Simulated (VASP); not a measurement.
Runs of VASP 6.6.1 on BaTe. It takes space group Fm-3m (No. 225, cubic). Conventional cell: a = 6.820 Å, b = 6.820 Å, c = 6.820 Å, α = 90.00°, β = 90.00°, γ = 90.00°. Within 4.5 Å of Ba (site symmetry m-3m) lie 6 Te at 3.41 Å. Within 4.5 Å of Te (site symmetry m-3m) lie 6 Ba at 3.41 Å. 

```tsv
level	share of exact exchange	screening parameter	gap on the mesh (eV)	pressure (GPa)
PBE-based screened hybrid with 25 % exact exchange	0.25	0.15 1/Å	(c)	4.0
PBE-based screened hybrid with 20 % exact exchange	0.2	0.20787 1/Å	1.89	(a)
PBE-based screened hybrid with 25 % exact exchange	0.25	0.1 1/Å	2.33	3.9
PBE-based global hybrid with 40 % exact exchange	0.4	-	3.60	(b)
```

Alike in all rows: task single point; potentials or basis VASP PAW PBE potentials, release 64 (Ba_sv, Te); no spin polarisation; cell as given; k mesh 4 × 4 × 4; cutoff (eV) 520; smearing gaussian 0.05 eV.

**Question.** Estimate the missing entries.

**Answer.** (a) 4.1; (b) 3.7; (c) 2.18.

Caveats: the cell stands under pressure; the PAW data sets were made with another functional, which shifts forces and pressure a little; spin-orbit coupling is left out, which moves the levels of the heavy elements.

A k mesh can miss the band edges, and the runs leave out spin-orbit coupling on Ba, Te.
